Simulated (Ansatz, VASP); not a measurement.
PbSe: VASP beside Ansatz

```
CELL_PARAMETERS angstrom
0.00000 3.08868 3.08868
3.08868 0.00000 3.08868
3.08868 3.08868 0.00000
ATOMIC_POSITIONS crystal
Pb 0.00000 0.00000 0.00000
Se 0.50000 0.50000 0.50000
```

Alike in both runs: task single point; functional r2SCAN; k mesh 8 × 8 × 8; no spin polarisation.

|  | VASP | Ansatz |
| --- | --- | --- |
| version | VASP 6.6.1 | Ansatz 0.2.0 |
| potentials or method | VASP PAW PBE potentials, release 64 (Pb_d, Se), cutoff 520 eV | scalar-relativistic, plane waves, PAW |
| occupations | gaussian, width 0.01 eV | fixed |
| valence electrons in the cell | 20 | 30 |

```tsv
	VASP	Ansatz	Ansatz less VASP
gap on the k mesh at the Fermi level (eV)	0.67	0.67	+0.002
least direct gap on the mesh (eV)	0.67	0.67	+0.002
pressure (GPa)	0.0	0.0	-0.02
```

VASP's potentials were made for PBE, not for r2SCAN. VASP's potentials hold 20 valence electrons a cell and Ansatz's 30, so a difference there can come from the potentials and not from the codes.

Spin-orbit coupling is off throughout.
